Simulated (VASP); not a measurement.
Runs of VASP 6.6.1 on BeS. The structure is that of space group F-43m (No. 216), or close to it. The cells are those of the table. 

| level | cell | k mesh | gap on the mesh (eV) | pressure (GPa) |
| --- | --- | --- | --- | --- |
| PBE | a = 3.515 Å, angles 60.0°, 2 atoms | 8 × 8 × 8 | 3.26 | -4.8 |
| r2SCAN | a = 3.443 Å, angles 60.0°, 2 atoms | 8 × 8 × 8 | 3.60 | 0.3 |
| r2SCAN | a = 3.477 Å, angles 60.0°, 2 atoms | 8 × 8 × 8 | 3.66 | (b) |
| PBE | a = 3.448 Å, angles 60.0°, 2 atoms | 8 × 8 × 8 | 3.15 | (a) |
| r2SCAN | a = 3.372 Å, angles 60.0°, 2 atoms | 8 × 8 × 8 | 3.45 | 7.1 |
| PBE | a = 3.377 Å, angles 60.0°, 2 atoms | 8 × 8 × 8 | (d) | 6.5 |
| r2SCAN | a = 3.408 Å, angles 60.0°, 2 atoms | 8 × 8 × 8 | (c) | 3.4 |
| PBE | a = 3.443 Å, angles 60.0°, 2 atoms | 10 × 10 × 10 | 3.14 | 0.4 |

Alike in all rows: task single point; potentials or basis VASP PAW PBE potentials, release 64 (Be, S); no spin polarisation; cutoff (eV) 520; smearing gaussian 0.01 eV.

Estimate the missing entries.

(a) 0.0; (b) -2.5; (c) 3.53; (d) 3.00.

Caveats: the PAW data sets were made with another functional, which shifts forces and pressure a little (at least some runs); the cell stands under pressure (at least some runs); the cell stands under tension (at least some runs).

A k mesh can miss the band edges.
